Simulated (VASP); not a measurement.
Here is a VASP 6.6.1 calculation.

Contents of INCAR:

```
SYSTEM = V3Se4F
ALGO = Normal ; EDIFF = 1E-6
ENCUT = 520 ; GGA = PE
ISIF = 2 ; ISMEAR = 0
ISPIN = 2 ; LASPH = .TRUE.
LCHARG = .FALSE. ; LMAXMIX = 4
LORBIT = 11 ; LREAL = .FALSE.
LWAVE = .FALSE. ; MAGMOM = 2 2 2 0 0 0 0 0
NBANDS = 49 ; NELM = 150
PREC = Accurate ; SIGMA = 0.15
```

The input KPOINTS:

```
k-points
0
G
  3 3 2
  0 0 0
```

File POSCAR:

```
V3Se4F
1.0
    6.2554852259      0.0000000000      0.0000000000
   -3.1277426130      5.4174091187      0.0000000000
    0.0000000000      0.0000000000      4.7852682324
V Se F
3 4 1
Direct
    0.5000000000      0.0000000000      0.0000000000
    0.0000000000      0.5000000000      0.0000000000
    0.5000000000      0.5000000000      0.0000000000
    0.5000000000      0.0000000000      0.5000000000
    0.0000000000      0.5000000000      0.5000000000
    0.5000000000      0.5000000000      0.5000000000
    0.0000000000      0.0000000000      0.5000000000
    0.0000000000      0.0000000000      0.0000000000
```

Potentials or basis: VASP PAW PBE potentials, release 64 (V_sv, Se, F).

Run with:

```console
$ cat potpaw_PBE.64/V_sv/POTCAR potpaw_PBE.64/Se/POTCAR potpaw_PBE.64/F/POTCAR > POTCAR
$ mpirun -np 1 vasp_std > vasp.out
```

(1) What does it give for the pressure?

(2) Estimate the net moment.

(3) Estimate the site moments.

Answers

(1) 0.0 GPa.

(2) 7.53 μB per cell.

(3) V +2.29; Se -0.17, -0.10; F +0.06 μB.

Caveat: the k points lie up to 0.66 Å⁻¹ apart.
